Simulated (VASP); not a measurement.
## Au: single point with LDA

The system is Au.

```xyz
1
Lattice="0.0000 2.0241 2.0241 2.0241 0.0000 2.0241 2.0241 2.0241 0.0000" Properties=species:S:1:pos:R:3 pbc="T T T"
Au    0.0000    0.0000    0.0000
```

| Quantity | Value |
| --- | --- |
| Program | VASP 6.6.1 |
| Task | single point |
| Functional | LDA |
| Potentials or basis | VASP PAW LDA potentials, release 64 (Au) |
| Cutoff | 500 eV |
| k mesh | 16 × 16 × 16 |
| Occupations | fermi-dirac, width 0.15 eV |
| Spin | no spin polarisation |
| Dipole correction | no |
| Further INCAR settings | ALGO = Normal; EDIFF = 1e-06; NBANDS = 12 |

| Item | Value |
| --- | --- |
| Pressure | 0.5 GPa |

Levels at points of the mesh, in eV from the Fermi level:
```tsv
k point	band 4	band 5	band 6	band 7	band 8	band 9
(0.00, 0.00, 0.00)	-4.87	-3.25	-3.25	14.44	18.55	18.55
(0.50, 0.00, 0.00)	-1.99	-1.99	-1.14	3.19	13.90	17.21
(0.50, 0.50, 0.00)	-1.65	-1.65	0.88	5.96	9.99	9.99
```

Run time: 16 s on 1 thread of Intel Xeon 6975P-C, with other jobs on the host, peak memory 0.15 GiB.

Caveat: spin-orbit coupling is left out, which moves the levels of the heavy elements.
